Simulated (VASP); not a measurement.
# SiC (F-43m) in VASP: a series of runs, part 2 of 2

VASP 6.6.1. The steps go on from the part before.

## 5. Relaxation of cell and atoms, PBEsol

The input, INCAR:

```
PREC = Accurate
ENCUT = 600
EDIFF = 1E-7
ISMEAR = -1
SIGMA = 0.05
LREAL = F
LASPH = T
NELM = 120
ALGO = Normal
ISIF = 3
LWAVE = F
LCHARG = F
GGA = PS
IBRION = 2
NSW = 80
EDIFFG = -0.02
GGA_COMPAT = F
NELMIN = 4
```

The input, KPOINTS:

```
Automatic mesh
0
Gamma
  10 10 10
```

The input, POSCAR:

```
SiC
1.0
    0.0000000000      2.1790000000      2.1790000000
    2.1790000000      0.0000000000      2.1790000000
    2.1790000000      2.1790000000      0.0000000000
Si C
1 1
Direct
    0.0000000000      0.0000000000      0.0000000000
    0.7500000000      0.7500000000      0.7500000000
```

Potentials or basis: VASP PAW PBE potentials, release 64 (Si, C).

Command:

```bash
cat potpaw_PBE.64/Si/POTCAR potpaw_PBE.64/C/POTCAR > POTCAR
mpirun -np 1 vasp_std > vasp.out
```

OUTCAR:

```text
PREC = Accurate
   ENCUT = 600
   EDIFF = 1E-7
   ISMEAR = -1
   LREAL = F
   LASPH = T
   NELM = 120
   ISIF = 3
   GGA = PS
   IBRION = 2
   NSW = 80
   EDIFFG = -0.02
   NELMIN = 4

 ion  position               nearest neighbor table
   1  0.000  0.000  0.000-   2 1.89   2 1.89   2 1.89   2 1.89
   2  0.750  0.750  0.750-   1 1.89   1 1.89   1 1.89   1 1.89

  LATTYP: Found a face centered cubic cell.
 ALAT       =     4.3580000000

  Lattice vectors:

 A1 = (   0.0000000000,   2.1790000000,   2.1790000000)
 A2 = (   2.1790000000,   0.0000000000,   2.1790000000)
 A3 = (   2.1790000000,   2.1790000000,   0.0000000000)

Analysis of symmetry for initial positions (statically):
=====================================================================
 Subroutine PRICEL returns:
 Original cell was already a primitive cell.

 Routine SETGRP: Setting up the symmetry group for a
 face centered cubic supercell.

 Subroutine GETGRP returns: Found 24 space group operations
 (whereof 24 operations were pure point group operations)
 out of a pool of 48 trial point group operations.

The static configuration has the point symmetry T_d .

Analysis of symmetry for dynamics (positions and initial velocities):
=====================================================================
 Subroutine PRICEL returns:
 Original cell was already a primitive cell.

 Routine SETGRP: Setting up the symmetry group for a
 face centered cubic supercell.

 Subroutine GETGRP returns: Found 24 space group operations
 (whereof 24 operations were pure point group operations)
 out of a pool of 48 trial point group operations.

The dynamic configuration has the point symmetry T_d .

 Subroutine INISYM returns: Found 24 space group operations
 (whereof 24 operations are pure point group operations),
 and found     1 'primitive' translations

----------------------------------------------------------------------------------------

                                     Primitive cell

  volume of cell :      20.6920

  direct lattice vectors                    reciprocal lattice vectors
     0.000000000  2.179000000  2.179000000    -0.229463056  0.229463056  0.229463056
     2.179000000  0.000000000  2.179000000     0.229463056 -0.229463056  0.229463056
     2.179000000  2.179000000  0.000000000     0.229463056  0.229463056 -0.229463056

  length of vectors
     3.081571352  3.081571352  3.081571352     0.397441672  0.397441672  0.397441672

  position of ions in fractional coordinates (direct lattice)
     0.000000000  0.000000000  0.000000000
     0.750000000  0.750000000  0.750000000

  ion indices of the primitive-cell ions
   primitive index   ion index
                 1           1
                 2           2

----------------------------------------------------------------------------------------

 KPOINTS: Automatic mesh

Automatic generation of k-mesh.
 Grid dimensions read from file:
 generate k-points for:   10   10   10

 Generating k-lattice:

  Cartesian coordinates                     Fractional coordinates (reciprocal lattice)
    -0.022946306  0.022946306  0.022946306     0.100000000  0.000000000  0.000000000
     0.022946306 -0.022946306  0.022946306     0.000000000  0.100000000  0.000000000
     0.022946306  0.022946306 -0.022946306     0.000000000  0.000000000  0.100000000

  Length of vectors
     0.039744167  0.039744167  0.039744167

  Shift w.r.t. Gamma in fractional coordinates (k-lattice)
     0.000000000  0.000000000  0.000000000

 Subroutine IBZKPT returns following result:
 ===========================================

 Found     47 irreducible k-points:

 Following reciprocal coordinates:
            Coordinates               Weight
  0.000000  0.000000  0.000000      1.000000
  0.100000  0.000000  0.000000      8.000000
  0.200000  0.000000  0.000000      8.000000
  0.300000  0.000000  0.000000      8.000000
  0.400000  0.000000  0.000000      8.000000
  0.500000  0.000000  0.000000      4.000000
[... 16 lines left out ...]
  0.300000  0.300000  0.000000      6.000000
  0.400000  0.300000  0.000000     24.000000
 [... further k-points ...]
   k-points           NKPTS =     47   k-points in BZ     NKDIM =     47   number of bands    NBANDS=      8
   number of dos      NEDOS =    301   number of ions     NIONS =      2
   total plane-waves  NPLWV =  21952
   dimension x,y,z NGX =    28 NGY =   28 NGZ =   28
   dimension x,y,z NGXF=    56 NGYF=   56 NGZF=   56
   ions per type =               1   1
   NGX,Y,Z   is equivalent  to a cutoff of  15.11, 15.11, 15.11 a.u.
   NGXF,Y,Z  is equivalent  to a cutoff of  30.21, 30.21, 30.21 a.u.
 SYSTEM =  unknown system
   PREC   = accura    normal or accurate (medium, high low for compatibility)
   ISTART =      0    job   : 0-new  1-cont  2-samecut
   ICHARG =      2    charge: 1-file 2-atom 10-const
   ISPIN  =      1    spin polarized calculation?
   LNONCOLLINEAR =      F non collinear calculations
   LSORBIT =      F    spin-orbit coupling
   LASPH  =      T    aspherical Exc in radial PAW
   ENCUT  =  600.0 eV  44.10 Ry    6.64 a.u.   6.15  6.15  6.15*2*pi/ulx,y,z
   NELM   =    120;   NELMIN=  4; NELMDL= -5     # of ELM steps
   EDIFF  = 0.1E-06   stopping-criterion for ELM
   LREAL  =      F    real-space projection
   EDIFFG = -.2E-01   stopping-criterion for IOM
   NSW    =     80    number of steps for IOM
   IBRION =      2    ionic relax: 0-MD 1-quasi-New 2-CG
   NFREE  =      1    steps in history (QN), initial steepest desc. (CG)
   ISIF   =      3    stress and relaxation
   ISYM   =      2    0-nonsym 1-usesym 2-fastsym
   POTIM  = 0.5000    time-step for ionic-motion
   TEBEG  =    0.0;   TEEND  =   0.0 temperature during run
   PSTRESS=    0.0 pullay stress
   NELECT =       8.0000    total number of electrons
   NUPDOWN=      -1.0000    fix difference up-down
   EMIN   =  10.00;   EMAX   =-10.00  energy-range for DOS
   EFERMI =   0.00;   METHOD = LEGACY
   ISMEAR =    -1;   SIGMA  =   0.05  broadening in eV -4-tet -1-fermi 0-gaus
   EFERMI_NEDOS =   21; number of points for ismear=-14 and -15
   IALGO  =     38    algorithm
   IMIX   =      4    mixing-type and parameters
     AMIX     =   0.40;   BMIX     =  1.00
     AMIX_MAG =   1.60;   BMIX_MAG =  1.00
  volume/ion in A,a.u.               =      10.35        69.82
  Fermi-wavevector in a.u.,A,eV,Ry     =   1.192626  2.253736 19.352338  1.422357
  Thomas-Fermi vector in A             =   2.328660
   LORBIT       =      0    0 simple, 1 ext, 2 COOP (PROOUT), +10 PAW based schemes
   GGA     = PS    functional components
   LHFCALC =     F    Hartree Fock is set to
   AEXX    =    0.0000 exact exchange contribution
   IVDW    =     0    specifies the selected vdW correction
   LEPSILON=     F    determine dielectric tensor
   LRPA    =     F    only Hartree local field effects (RPA)
 conjugate gradient relaxation of ions
 non-spin polarized calculation
  energy-cutoff  :      600.00
  volume of cell :       20.69
 maximum number of plane-waves:       701
 NGX is ok and might be reduce to    28
   NGX = 13   NGY = 13   NGZ = 13

 number of electron       8.0000000 magnetization

 Free energy of the ion-electron system (eV)
  ---------------------------------------------------
  ext. energy  EPLUGINS =         0.00000000
  ---------------------------------------------------
  free energy    TOTEN  =       -15.91610825 eV

  energy without entropy =      -15.91610819  energy(sigma->0) =      -15.91610822

 E-fermi :   8.6925     XC(G=0): -11.5048

 val. band max:        8.0559495798   @ k =   0.0000   0.0000   0.0000
 cond. band min:       9.2901665636   @ k =   0.5000   0.5000   0.0000
 fundamental gap:      1.2342169839
 Fermi energy:         8.6925279597

 k-point     1 :       0.0000    0.0000    0.0000
  band No.  band energies     occupation
      1      -7.3681      2.00000
      2       8.0559      1.99999
      3       8.0559      1.99999
      4       8.0559      1.99999
      5      14.2428      0.00000
      6      15.2991      0.00000
      7      15.2991      0.00000
      8      15.2991      0.00000
[... 243 lines left out ...]
 k-point    24 :       0.4000    0.3000    0.0000
  band No.  band energies     occupation
      1      -4.2085      2.00000
      2       2.4699      2.00000
      3       4.8721      2.00000
      4       5.4098      2.00000
      5      10.8128      0.00000
      6      13.5682      0.00000
      7      19.6090      0.00000
      8      19.9188      0.00000

 [... further k-points ...]

------------------------ aborting loop because EDIFF is reached ----------------------------------------

  FORCE on cell =-STRESS in cart. coord.  units (eV):
  Direction    XX          YY          ZZ          XY          YZ          ZX
  --------------------------------------------------------------------------------------
  -------------------------------------------------------------------------------------
  Total        0.0051830      0.0051830      0.0051830     -0.0000000      0.0000000      0.0000000
  in kB        0.4013180      0.4013180      0.4013180     -0.0000000      0.0000000      0.0000000
  external PRESSURE =       0.4013180 kB  Pullay stress =       0.0000000 kB

 VOLUME and BASIS-vectors are now :
 -----------------------------------------------------------------------------
  energy-cutoff  :      600.00
  volume of cell :       20.69
      direct lattice vectors                 reciprocal lattice vectors
     0.000000000  2.179000000  2.179000000    -0.229463056  0.229463056  0.229463056
     2.179000000  0.000000000  2.179000000     0.229463056 -0.229463056  0.229463056
     2.179000000  2.179000000  0.000000000     0.229463056  0.229463056 -0.229463056

 POSITION                                       TOTAL-FORCE (eV/Angst)
 -----------------------------------------------------------------------------------
      0.00000      0.00000      0.00000        -0.000000     -0.000000     -0.000000
      3.26850      3.26850      3.26850         0.000000      0.000000      0.000000
 -----------------------------------------------------------------------------------
    total drift:                                0.000000      0.000000      0.000000

  FREE ENERGIE OF THE ION-ELECTRON SYSTEM (eV)
  ---------------------------------------------------
  free  energy   TOTEN  =       -15.9161082453 eV

  energy  without entropy=      -15.9161081916  energy(sigma->0) =      -15.91610822

 reached required accuracy - stopping structural energy minimisation
```

CONTCAR:

```text
SiC
   1.00000000000000
     0.0000000000000000    2.1789999999999998    2.1789999999999998
     2.1789999999999998    0.0000000000000000    2.1789999999999998
     2.1789999999999998    2.1789999999999998    0.0000000000000000
  Si              C
     1     1
Direct
     0.0000000000000000    0.0000000000000000    0.0000000000000000
     0.7500000000000000    0.7500000000000000    0.7500000000000000

  0.00000000E+00  0.00000000E+00  0.00000000E+00
  0.00000000E+00  0.00000000E+00  0.00000000E+00
```

Run time: 15 s. Hardware: 1 thread of Intel Xeon 8259CL, shared host; peak memory 0.15 GiB.

What came out:

* Free energy: -15.9161 eV
* Pressure after relaxing: 0.0 GPa
* Band gap on the k mesh: 1.23 eV (least direct gap 4.44 eV)

Final structure:
```cif
data_structure
_symmetry_space_group_name_H-M 'P 1'
_symmetry_Int_Tables_number 1
_cell_length_a 3.0816
_cell_length_b 3.0816
_cell_length_c 3.0816
_cell_angle_alpha 60.000
_cell_angle_beta 60.000
_cell_angle_gamma 60.000
_cell_volume 20.69
loop_
_atom_site_label
_atom_site_type_symbol
_atom_site_fract_x
_atom_site_fract_y
_atom_site_fract_z
_atom_site_occupancy
Si1 Si 0.00000 0.00000 0.00000 1
C1 C 0.75000 0.75000 0.75000 1
```

Levels at points of the mesh, in eV from the valence-band top:
```tsv
k point	band 1	band 2	band 3	band 4	band 5	band 6	band 7	band 8
(0.00, 0.00, 0.00)	-15.42	0.00	0.00	0.00	6.19	7.24	7.24	7.24
(0.50, 0.00, 0.00)	-11.82	-8.60	-1.06	-1.06	5.37	7.14	7.14	9.92
(0.50, 0.50, 0.00)	-10.36	-7.83	-3.21	-3.21	1.23	4.20	13.95	13.95
```

Caveat: the relaxation stopped at its first step, so nothing moved; the PAW data sets were made with another functional, which shifts forces and pressure a little. A k mesh can miss the band edges.

## 6. Relaxation of cell and atoms, BLYP+D4

The input, INCAR:

```
SYSTEM = SiC
AGGAC = 1.0
AGGAX = 1.0
ALDAC = 0.0
ALDAX = 1.0
ALGO = Normal
EDIFF = 1E-7
EDIFFG = -0.01
ENCUT = 600
GGA = B5
GGA_COMPAT = .FALSE.
IBRION = 2
ISIF = 3
ISMEAR = -1
IVDW = 13
LASPH = .TRUE.
LCHARG = .FALSE.
LREAL = .FALSE.
LWAVE = .FALSE.
NELM = 120
NELMIN = 4
NSW = 80
PREC = Accurate
SIGMA = 0.05
VDW_A1 = 0.44488865
VDW_A2 = 4.0933009
VDW_S6 = 1.0
VDW_S8 = 2.34076671
```

The input, KPOINTS:

```
k-points
0
G
  10 10 10
  0 0 0
```

POSCAR is that of step 5.

Potentials or basis: VASP PAW PBE potentials, release 64 (Si, C).

Command:

```bash
cat potpaw_PBE.64/Si/POTCAR potpaw_PBE.64/C/POTCAR > POTCAR
mpirun -np 1 vasp_std > vasp.out
```

It took 59 s on 1 thread of Intel Xeon 8259CL, shared host; peak memory 0.16 GiB.

It converged, with:

- Free energy: -14.9290 eV
- Relaxed volume: 10.32 Å³/atom
- Relaxed cell: a = 3.079 Å, b = 3.079 Å, c = 3.079 Å, α = 60.00°, β = 60.00°, γ = 60.00°
- Space group after relaxing (to 0.1 Å): F-43m (No. 216)
- Energy gained by relaxing: 0.0 meV/atom
- Ionic steps: 4
- Pressure after relaxing: 0.0 GPa
- Band gap on the k mesh: 1.70 eV (least direct gap 4.84 eV)
- Dispersion energy per atom: -0.642 eV

Final structure:
```
Si C
1.0
     0.00000    2.17750    2.17750
     2.17750    0.00000    2.17750
     2.17750    2.17750    0.00000
Si C
1 1
Direct
  0.00000 0.00000 0.00000
  0.75000 0.75000 0.75000
```

Levels at points of the mesh, in eV from the valence-band top:
| k point | band 1 | band 2 | band 3 | band 4 | band 5 | band 6 | band 7 | band 8 |
| --- | --- | --- | --- | --- | --- | --- | --- | --- |
| (0.00, 0.00, 0.00) | -15.29 | 0.00 | 0.00 | 0.00 | 6.45 | 7.40 | 7.40 | 7.40 |
| (0.50, 0.00, 0.00) | -11.77 | -8.39 | -1.05 | -1.05 | 5.58 | 7.42 | 7.42 | 10.36 |
| (0.50, 0.50, 0.00) | -10.32 | -7.72 | -3.14 | -3.14 | 1.70 | 4.55 | 14.11 | 14.11 |

Caveat: the PAW data sets were made with another functional, which shifts forces and pressure a little. BLYP gaps usually lie below the measured ones, often by a third to a half.

## 7. Overview

```csv
task,level,cell,k mesh,smearing,gap on the mesh (eV),pressure (GPa)
single point,PBE,"a = 3.082 Å, angles 60.0°, 2 atoms",4 × 4 × 4,fermi-dirac 0.03 eV,1.31,3.5
single point,PBEsol,"a = 3.081 Å, angles 60.0°, 2 atoms",10 × 10 × 10,fermi-dirac 0.05 eV,1.23,0.3
single point,BLYP+D4,"a = 3.078 Å, angles 60.0°, 2 atoms",10 × 10 × 10,fermi-dirac 0.05 eV,1.70,0.4
relaxation of cell and atoms,PBEsol,"relaxed from a = 3.082 Å, angles 60.0°, 2 atoms",10 × 10 × 10,fermi-dirac 0.05 eV,1.23,0.0
relaxation of cell and atoms,BLYP+D4,"relaxed from a = 3.082 Å, angles 60.0°, 2 atoms",10 × 10 × 10,fermi-dirac 0.05 eV,1.70,0.0
```

Alike in all rows: potentials or basis VASP PAW PBE potentials, release 64 (Si, C); no spin polarisation; cutoff (eV) 600.

Caveats: some runs use coarse meshes; the PAW data sets were made with another functional, which shifts forces and pressure a little (at least some runs); the relaxation stopped at its first step, so nothing moved (at least some runs).

Total energies depend on the potentials used, so only differences within one code and one set of settings carry meaning.

## 8. Comparison with measurements

Step 3. Against the measured gap of SiC, 2.4 eV (indirect; quoted in “Insight into the structural, elastic and electronic properties of a new orthorhombic 6O-SiC polytype”, 2020, pmc:7200658), the calculated 1.23 eV is off by -1.17 eV. The value is that of PBEsol on a finite k mesh, which can miss the band edges, without temperature or zero-point motion. Semilocal functionals fall short of measured gaps as a rule.

Step 4. A measured gap of SiC is 2.4 eV (indirect; quoted in “Insight into the structural, elastic and electronic properties of a new orthorhombic 6O-SiC polytype”, 2020, pmc:7200658); the calculated 1.70 eV misses it by -0.70 eV. The value is that of BLYP+D4 on a finite k mesh, which can miss the band edges, without temperature or zero-point motion. Semilocal functionals fall short of measured gaps as a rule.
